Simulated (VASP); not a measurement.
Input of a VASP 6.6.1 run:

The input INCAR:

```
ALGO = Normal ; EDIFF = 1E-6
ENCUT = 500 ; GGA = PE
GGA_COMPAT = False ; ISIF = 2
ISMEAR = -1 ; LASPH = True
LCHARG = False ; LREAL = False
LWAVE = False ; NBANDS = 26
NELM = 120 ; PREC = Accurate
SIGMA = 0.02
```

KPOINTS

```
k-points
0
Gamma
  6 6 4
```

Contents of POSCAR:

```
AgI
1.0
    4.6741261156      0.0000000000      0.0000000000
   -2.3370630578      4.0479119566      0.0000000000
    0.0000000000      0.0000000000      7.5520425119
Ag I
2 2
Direct
    0.3333333333      0.6666666667     -0.0015743733
    0.6666666667      0.3333333333      0.4984256267
    0.3333333333      0.6666666667      0.3765743733
    0.6666666667      0.3333333333      0.8765743733
```

Potentials or basis: VASP PAW PBE potentials, release 64 (Ag, I).

Launch:

```sh
$ cat potpaw_PBE.64/Ag/POTCAR potpaw_PBE.64/I/POTCAR > POTCAR
$ mpirun -np 1 vasp_std > vasp.out
```

Predict the pressure.

0.5 GPa.

What does it give for the band gap on the k mesh?

1.38 eV.

Stress tensor (GPa, compression positive):
```
0.40 0.00 0.00
0.00 0.40 0.00
0.00 0.00 0.62
```

Caveat: the cell differs from its parent crystal (epitaxial xy strain +0.5%); spin-orbit coupling is left out, which moves the levels of the heavy elements.
